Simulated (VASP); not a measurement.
# Se (Cmce) in VASP: further runs

Se is run at these levels: r2SCAN; tasks: single point.

Program: VASP 6.6.1. These are calculated values, not measurements. Logs are shortened: lines on timing, memory, paths and dates and some standing lists are left out, and cuts for length are marked.

**1. The cell of the first run**

Symmetry: Cmce, No. 64, orthorhombic system. Conventional cell: a = 3.746 Å, b = 11.883 Å, c = 4.957 Å, α = 90.00°, β = 90.00°, γ = 90.00°. Se (site symmetry m) has 3 Se at 2.45 to 2.49 Å within 3.2 Å.

**2. Single point, r2SCAN**

Input file POSCAR:

```
Se
1.0
    1.8730586732     -5.9417269090      0.0000000000
    1.8730586732      5.9417269090      0.0000000000
    0.0000000000      0.0000000000      4.9570978783
Se
4
Direct
    0.0980000000      0.9020000000      0.9100000000
    0.5980000000      0.4020000000      0.5900000000
    0.9020000000      0.0980000000      0.0900000000
    0.4020000000      0.5980000000      0.4100000000
```

Input file INCAR.step1:

```
PREC = Accurate
ENCUT = 520
ISMEAR = 0
SIGMA = 0.1
LREAL = F
LASPH = T
NELM = 100
NBANDS = 20
GGA = PE
ALGO = Normal
EDIFF = 1E-4
LWAVE = T
LCHARG = F
```

Input file INCAR.step2:

```
PREC = Accurate
ENCUT = 520
EDIFF = 1E-7
ISMEAR = 0
SIGMA = 0.1
LREAL = F
LASPH = T
NELM = 100
ALGO = Normal
ISIF = 2
LWAVE = F
LCHARG = F
METAGGA = R2SCAN
LMIXTAU = T
NBANDS = 20
ISTART = 1
```

Input file KPOINTS:

```
regular mesh
0
Gamma
  6 6 4
```

Potentials or basis: VASP PAW PBE potentials, release 64 (Se).

On the command line:

```sh
$ cat potpaw_PBE.64/Se/POTCAR > POTCAR
$ cp INCAR.step1 INCAR
$ mpirun -np 1 vasp_std > vasp.out
$ cp INCAR.step2 INCAR
$ mpirun -np 1 vasp_std > vasp.out
```

OUTCAR:

```text
PREC = Accurate
   ENCUT = 520
   EDIFF = 1E-7
   ISMEAR = 0
   LREAL = F
   LASPH = T
   NELM = 100
   ISIF = 2
   METAGGA = R2SCAN
   ISTART = 1

 ion  position               nearest neighbor table
   1  0.098  0.902  0.910-   2 2.45   2 2.45   3 2.49
   2  0.598  0.402  0.590-   1 2.45   1 2.45   4 2.49
   3  0.902  0.098  0.090-   4 2.45   4 2.45   1 2.49
   4  0.402  0.598  0.410-   3 2.45   3 2.45   2 2.49

  LATTYP: Found a base centered orthorhombic cell.
 ALAT       =     3.7461173464
 B/A-ratio  =     3.1722054381
 C/A-ratio  =     1.3232628399

  Lattice vectors:

 A1 = (   1.8730586732,  -5.9417269090,   0.0000000000)
 A2 = (   1.8730586732,   5.9417269090,   0.0000000000)
 A3 = (   0.0000000000,   0.0000000000,   4.9570978783)

Analysis of symmetry for initial positions (statically):
=====================================================================
 Subroutine PRICEL returns:
 Original cell was already a primitive cell.

 Routine SETGRP: Setting up the symmetry group for a
 base centered orthorhombic supercell.

 Subroutine GETGRP returns: Found  8 space group operations
 (whereof  4 operations were pure point group operations)
 out of a pool of  8 trial point group operations.

The static configuration has the point symmetry C_2h.
 The point group associated with its full space group is D_2h.

Analysis of symmetry for dynamics (positions and initial velocities):
=====================================================================
 Subroutine PRICEL returns:
 Original cell was already a primitive cell.

 Routine SETGRP: Setting up the symmetry group for a
 base centered orthorhombic supercell.

 Subroutine GETGRP returns: Found  8 space group operations
 (whereof  4 operations were pure point group operations)
 out of a pool of  8 trial point group operations.

The dynamic configuration has the point symmetry C_2h.
 The point group associated with its full space group is D_2h.

 Subroutine INISYM returns: Found  8 space group operations
 (whereof  4 operations are pure point group operations),
 and found     1 'primitive' translations

----------------------------------------------------------------------------------------

                                     Primitive cell

  volume of cell :     110.3371

  direct lattice vectors                    reciprocal lattice vectors
     1.873058673 -5.941726909  0.000000000     0.266943053 -0.084150619  0.000000000
     1.873058673  5.941726909  0.000000000     0.266943053  0.084150619  0.000000000
     0.000000000  0.000000000  4.957097878     0.000000000  0.000000000  0.201730937

  length of vectors
     6.229965285  6.229965285  4.957097878     0.279892694  0.279892694  0.201730937

  position of ions in fractional coordinates (direct lattice)
     0.098000000  0.902000000  0.910000000
     0.598000000  0.402000000  0.590000000
     0.902000000  0.098000000  0.090000000
     0.402000000  0.598000000  0.410000000

  ion indices of the primitive-cell ions
   primitive index   ion index
                 1           1
                 2           2
                 3           3
                 4           4

----------------------------------------------------------------------------------------

 KPOINTS: regular mesh

Automatic generation of k-mesh.
 Grid dimensions read from file:
 generate k-points for:    6    6    4

 Generating k-lattice:

  Cartesian coordinates                     Fractional coordinates (reciprocal lattice)
     0.044490509 -0.014025103  0.000000000     0.166666667  0.000000000  0.000000000
     0.044490509  0.014025103  0.000000000     0.000000000  0.166666667  0.000000000
     0.000000000  0.000000000  0.050432734     0.000000000  0.000000000  0.250000000

  Length of vectors
     0.046648782  0.046648782  0.050432734

  Shift w.r.t. Gamma in fractional coordinates (k-lattice)
     0.000000000  0.000000000  0.000000000

 Subroutine IBZKPT returns following result:
 ===========================================

 Found     39 irreducible k-points:

 Following reciprocal coordinates:
            Coordinates               Weight
  0.000000  0.000000  0.000000      1.000000
  0.166667  0.000000  0.000000      4.000000
  0.333333  0.000000  0.000000      4.000000
  0.500000  0.000000  0.000000      2.000000
  0.166667  0.166667  0.000000      2.000000
  0.333333  0.166667  0.000000      4.000000
[... 16 lines left out ...]
  0.333333  0.333333  0.250000      4.000000
  0.500000  0.333333  0.250000      8.000000
 [... further k-points ...]
   k-points           NKPTS =     39   k-points in BZ     NKDIM =     39   number of bands    NBANDS=     20
   number of dos      NEDOS =    301   number of ions     NIONS =      4
   total plane-waves  NPLWV =  92160
   dimension x,y,z NGX =    48 NGY =   48 NGZ =   40
   dimension x,y,z NGXF=    96 NGYF=   96 NGZF=   80
   ions per type =               4
   NGX,Y,Z   is equivalent  to a cutoff of  12.81, 12.81, 13.41 a.u.
   NGXF,Y,Z  is equivalent  to a cutoff of  25.62, 25.62, 26.83 a.u.
 SYSTEM =  unknown system
   PREC   = accura    normal or accurate (medium, high low for compatibility)
   ISTART =      1    job   : 0-new  1-cont  2-samecut
   ICHARG =      0    charge: 1-file 2-atom 10-const
   ISPIN  =      1    spin polarized calculation?
   LNONCOLLINEAR =      F non collinear calculations
   LSORBIT =      F    spin-orbit coupling
   LASPH  =      T    aspherical Exc in radial PAW
   ENCUT  =  520.0 eV  38.22 Ry    6.18 a.u.  11.58 11.58  9.22*2*pi/ulx,y,z
   NELM   =    100;   NELMIN=  2; NELMDL=  0     # of ELM steps
   EDIFF  = 0.1E-06   stopping-criterion for ELM
   LREAL  =      F    real-space projection
   EDIFFG = 0.1E-05   stopping-criterion for IOM
   NSW    =      0    number of steps for IOM
   IBRION =     -1    ionic relax: 0-MD 1-quasi-New 2-CG
   NFREE  =      0    steps in history (QN), initial steepest desc. (CG)
   ISIF   =      2    stress and relaxation
   ISYM   =      2    0-nonsym 1-usesym 2-fastsym
   POTIM  = 0.5000    time-step for ionic-motion
   TEBEG  =    0.0;   TEEND  =   0.0 temperature during run
   PSTRESS=    0.0 pullay stress
   NELECT =      24.0000    total number of electrons
   NUPDOWN=      -1.0000    fix difference up-down
   EMIN   =  10.00;   EMAX   =-10.00  energy-range for DOS
   EFERMI =   0.00;   METHOD = LEGACY
   ISMEAR =     0;   SIGMA  =   0.10  broadening in eV -4-tet -1-fermi 0-gaus
   EFERMI_NEDOS =   21; number of points for ismear=-14 and -15
   IALGO  =     38    algorithm
   IMIX   =      4    mixing-type and parameters
     AMIX     =   0.40;   BMIX     =  1.00
     AMIX_MAG =   1.60;   BMIX_MAG =  1.00
  volume/ion in A,a.u.               =      27.58       186.15
  Fermi-wavevector in a.u.,A,eV,Ry     =   0.984551  1.860531 13.188671  0.969340
  Thomas-Fermi vector in A             =   2.115792
   LORBIT       =      0    0 simple, 1 ext, 2 COOP (PROOUT), +10 PAW based schemes
   METAGGA = R2SCAN    functional components
   LHFCALC =     F    Hartree Fock is set to
   AEXX    =    0.0000 exact exchange contribution
   IVDW    =     0    specifies the selected vdW correction
   LEPSILON=     F    determine dielectric tensor
   LRPA    =     F    only Hartree local field effects (RPA)
 non-spin polarized calculation
 Gauss-broadening in eV      SIGMA  =   0.10
  energy-cutoff  :      520.00
  volume of cell :      110.34
 maximum number of plane-waves:      2998
 NGX is ok and might be reduce to    48
   NGX = 23   NGY = 23   NGZ = 19

 number of electron      23.9999999 magnetization

 Free energy of the ion-electron system (eV)
  ---------------------------------------------------
  ext. energy  EPLUGINS =         0.00000000
  ---------------------------------------------------
  free energy    TOTEN  =       -54.02539506 eV

  energy without entropy =      -54.00807438  energy(sigma->0) =      -54.01673472

 E-fermi :   3.4010     XC(G=0):  -9.1967

 val. band max:        3.2968986773   @ k =  -0.1667   0.1667   0.2500
 cond. band min:       3.4079261397   @ k =  -0.3333   0.1667   0.2500
 fundamental gap:      0.1110274624
 Fermi energy:         3.4010394262

 k-point     1 :       0.0000    0.0000    0.0000
  band No.  band energies     occupation
      1     -14.4923      2.00000
      2     -12.6378      2.00000
      3     -10.2561      2.00000
      4      -7.4269      2.00000
      5      -3.8836      2.00000
      6      -2.3968      2.00000
[... 12 lines left out ...]
     19      10.6578      0.00000
     20      10.7693      0.00000

 k-point     2 :       0.1667    0.0000    0.0000
  band No.  band energies     occupation
      1     -14.2469      2.00000
      2     -12.3864      2.00000
      3     -10.5268      2.00000
      4      -7.8944      2.00000
      5      -3.6798      2.00000
      6      -3.0020      2.00000
[... 12 lines left out ...]
     19       9.9440      0.00000
     20      10.7553      0.00000

 k-point     3 :       0.3333    0.0000    0.0000
  band No.  band energies     occupation
      1     -13.5413      2.00000
      2     -11.6488      2.00000
      3     -11.3486      2.00000
      4      -9.0990      2.00000
      5      -3.4526      2.00000
      6      -3.2251      2.00000
[... 12 lines left out ...]
     19      10.4249      0.00000
     20      10.7342      0.00000

 k-point     4 :       0.5000    0.0000    0.0000
  band No.  band energies     occupation
      1     -12.4884      2.00000
      2     -12.4884      2.00000
      3     -10.4920      2.00000
      4     -10.4920      2.00000
      5      -3.2077      2.00000
      6      -3.2077      2.00000
[... 12 lines left out ...]
     19      11.6792      0.00000
     20      11.6792      0.00000

 k-point     5 :       0.1667    0.1667    0.0000
  band No.  band energies     occupation
      1     -13.5576      2.00000
      2     -11.6164      2.00000
      3     -11.3435      2.00000
      4      -9.1127      2.00000
      5      -3.4465      2.00000
      6      -3.2882      2.00000
[... 12 lines left out ...]
     19      10.6167      0.00000
     20      10.9255      0.00000

 k-point     6 :       0.3333    0.1667    0.0000
  band No.  band energies     occupation
      1     -12.5105      2.00000
      2     -12.4653      2.00000
      3     -10.5400      2.00000
      4     -10.4445      2.00000
      5      -3.2436      2.00000
      6      -3.1758      2.00000
[... 12 lines left out ...]
     19      11.4897      0.00000
     20      11.7879      0.00000

 k-point     7 :       0.5000    0.1667    0.0000
  band No.  band energies     occupation
      1     -13.5070      2.00000
      2     -11.7147      2.00000
      3     -11.3588      2.00000
      4      -9.0713      2.00000
      5      -3.4686      2.00000
      6      -3.0894      2.00000
[... 12 lines left out ...]
     19       9.9430      0.00000
     20      10.4447      0.00000
[... 277 lines left out ...]
 k-point    20 :       0.5000    0.1667    0.2500
  band No.  band energies     occupation
      1     -13.3302      2.00000
      2     -12.2374      2.00000
      3     -10.7811      2.00000
      4      -9.3380      2.00000
      5      -3.7772      2.00000
      6      -3.1960      2.00000
[... 12 lines left out ...]
     19      10.0846      0.00000
     20      10.4870      0.00000

 k-point    21 :      -0.3333    0.1667    0.2500
  band No.  band energies     occupation
      1     -14.0094      2.00000
      2     -12.7913      2.00000
      3     -10.1720      2.00000
      4      -8.4066      2.00000
      5      -3.2584      2.00000
      6      -3.0725      2.00000
[... 12 lines left out ...]
     19      10.0585      0.00000
     20      10.7165      0.00000

 k-point    22 :      -0.1667    0.1667    0.2500
  band No.  band energies     occupation
      1     -14.2601      2.00000
      2     -13.0068      2.00000
      3      -9.9440      2.00000
      4      -8.0721      2.00000
      5      -3.2481      2.00000
      6      -2.2324      2.00000
[... 12 lines left out ...]
     19      10.3234      0.00000
     20      11.2908      0.00000

 k-point    23 :       0.3333    0.3333    0.2500
  band No.  band energies     occupation
      1     -13.3150      2.00000
      2     -12.2467      2.00000
      3     -10.8027      2.00000
      4      -9.3361      2.00000
      5      -3.8057      2.00000
      6      -3.2112      2.00000
[... 12 lines left out ...]
     19      10.1103      0.00000
     20      10.4105      0.00000

 k-point    24 :       0.5000    0.3333    0.2500
  band No.  band energies     occupation
      1     -13.9804      2.00000
      2     -12.8179      2.00000
      3     -10.1958      2.00000
      4      -8.4473      2.00000
      5      -3.2573      2.00000
      6      -3.0003      2.00000
[... 12 lines left out ...]
     19       9.8269      0.00000
     20      10.4886      0.00000

 [... further k-points ...]
[... 5 lines left out ...]
  --------------------------------------------------------------------------------------
  -------------------------------------------------------------------------------------
  Total        7.5765911      6.0642285      2.9722818      0.0000000     -0.0000000      0.0000000
  in kB      110.0177785     88.0571409     43.1597580      0.0000000     -0.0000000      0.0000000
  external PRESSURE =      80.4115591 kB  Pullay stress =       0.0000000 kB

 VOLUME and BASIS-vectors are now :
 -----------------------------------------------------------------------------
  energy-cutoff  :      520.00
  volume of cell :      110.34
      direct lattice vectors                 reciprocal lattice vectors
     1.873058673 -5.941726909  0.000000000     0.266943053 -0.084150619  0.000000000
     1.873058673  5.941726909  0.000000000     0.266943053  0.084150619  0.000000000
     0.000000000  0.000000000  4.957097878     0.000000000  0.000000000  0.201730937

 POSITION                                       TOTAL-FORCE (eV/Angst)
 -----------------------------------------------------------------------------------
      1.87306      4.77715      4.51096         0.000000     -1.409278     -0.047499
      1.87306     -1.16458      2.92469         0.000000     -1.409278      0.047499
      1.87306     -4.77715      0.44614         0.000000      1.409278      0.047499
      1.87306      1.16458      2.03241         0.000000      1.409278     -0.047499
 -----------------------------------------------------------------------------------
    total drift:                                0.000000      0.000000      0.000000

  FREE ENERGIE OF THE ION-ELECTRON SYSTEM (eV)
  ---------------------------------------------------
  free  energy   TOTEN  =       -54.0253950559 eV

  energy  without entropy=      -54.0080743804  energy(sigma->0) =      -54.01673472
```

Run time: 5.2 min. Hardware: 1 thread of Intel Xeon Platinum 8559C (Emerald Rapids), shared host; peak memory 0.34 GiB.

What came out:

```
Free energy            : -54.0254 eV
Pressure               : 8.0 GPa
Largest force          : 1.410 eV/Å
Band gap on the k mesh : zero (band 12 reaches 3.74 eV, above the bottom of band 13 at 2.66 eV)
```

Forces on the atoms (eV/Å):
```
Se   0.000 -1.409 -0.047
Se   0.000 -1.409  0.047
Se   0.000  1.409  0.047
Se   0.000  1.409 -0.047
```

Stress tensor (GPa, compression positive):
```
11.00  0.00  0.00
 0.00  8.81  0.00
 0.00  0.00  4.32
```

Caveat: the PAW data sets were made with another functional, which shifts forces and pressure a little.

**3. Single point, r2SCAN**

This run uses another cell than the first one, of 30.65 Å³/atom, 1.111 times its volume.

Input file POSCAR:

```
Se
1.0
    2.1020258926     -6.3539466876      0.0000000000
    2.1020258926      6.3539466876      0.0000000000
    0.0000000000      0.0000000000      4.5889109034
Se
4
Direct
    0.1144683583      0.8855316417      0.8742444415
    0.6144683583      0.3855316417      0.6257555585
    0.8855316417      0.1144683583      0.1257555585
    0.3855316417      0.6144683583      0.3742444415
```

Input file INCAR.step1:

```
ALGO = Normal
EDIFF = 1E-4
ENCUT = 520
GGA = PE
ISMEAR = 0
LASPH = True
LCHARG = False
LREAL = False
LWAVE = True
NBANDS = 20
NELM = 100
PREC = Accurate
SIGMA = 0.1
```

Input file INCAR.step2:

```
ALGO = Normal
EDIFF = 1E-6
ENCUT = 520
ISIF = 2
ISMEAR = 0
ISTART = 1
LASPH = True
LCHARG = False
LMIXTAU = True
LREAL = False
LWAVE = False
METAGGA = R2SCAN
NBANDS = 20
NELM = 100
PREC = Accurate
SIGMA = 0.1
```

Input file KPOINTS:

```
k-points
0
Gamma
  6 6 4
```

Potentials or basis: VASP PAW PBE potentials, release 64 (Se).

On the command line:

```sh
$ cat potpaw_PBE.64/Se/POTCAR > POTCAR
$ cp INCAR.step1 INCAR
$ mpirun -np 1 vasp_std > vasp.out
$ cp INCAR.step2 INCAR
$ mpirun -np 1 vasp_std > vasp.out
```

It took 5.2 min on 1 thread of Intel Xeon Platinum 8559C (Emerald Rapids), shared host; peak memory 0.35 GiB.

It converged, with:

```yaml
Free_energy: -56.1040 eV
Pressure: 0.0 GPa
Largest_force: 0.026 eV/Å
Band_gap_on_the_k_mesh: zero (band 12 reaches 2.21 eV, above the bottom of band 13 at 1.04 eV)
```

Forces in eV/Å, atoms in the order of the input:
```
Se   0.000 -0.026 -0.002
Se   0.000 -0.026  0.002
Se   0.000  0.026  0.002
Se   0.000  0.026 -0.002
```

Stress tensor (GPa, compression positive):
```
 0.13  0.00  0.00
 0.00 -0.08  0.00
 0.00  0.00 -0.13
```

Levels at points of the mesh, in eV from the Fermi level:
```
           k point  band 8  band 9  band 10  band 11  band 12  band 13  band 14  band 15  band 16  band 17
(0.00, 0.00, 0.00)   -2.34   -1.75    -1.58    -1.41    -1.09    -0.44     1.78     3.36     3.79     6.02
(0.50, 0.00, 0.00)   -3.38   -2.86    -2.86    -0.70    -0.70     2.63     2.63     2.78     2.78     6.64
(0.50, 0.50, 0.00)   -3.55   -1.57    -1.51    -1.33    -1.22    -0.27     2.01     3.17     4.04     7.10
(0.00, 0.00, 0.50)   -3.87   -2.38    -2.38    -1.08    -1.08     1.28     1.28     2.64     2.64     7.99
(0.50, 0.00, 0.50)   -4.52   -2.41    -2.41    -0.78    -0.78     3.70     3.70     4.08     4.08     6.78
(0.50, 0.50, 0.50)   -3.84   -1.91    -1.91    -0.95    -0.95     0.50     0.50     2.74     2.74     6.71
```

Caveat: the PAW data sets were made with another functional, which shifts forces and pressure a little.
